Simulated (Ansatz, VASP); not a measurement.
**B in VASP and in Ansatz**

```
B
1.0
    -1.15371    1.15371    1.15371
     1.15371   -1.15371    1.15371
     1.15371    1.15371   -1.15371
B
1
Direct
  0.00000 0.00000 0.00000
```

Alike in both runs: task single point; functional PBE; k mesh 18 × 18 × 18; occupations fermi-dirac, width 0.08 eV; no spin polarisation.

|  | VASP | Ansatz |
| --- | --- | --- |
| version | VASP 6.6.1 | Ansatz 0.2.0 |
| potentials or method | VASP PAW PBE potentials, release 64 (B), cutoff 520 eV | all-electron LAPW, scalar-relativistic |

```tsv
	VASP	Ansatz	Ansatz less VASP
pressure (GPa)	-0.1	0.0	+0.03
```

Ansatz ran all-electron here, and VASP with PAW potentials.
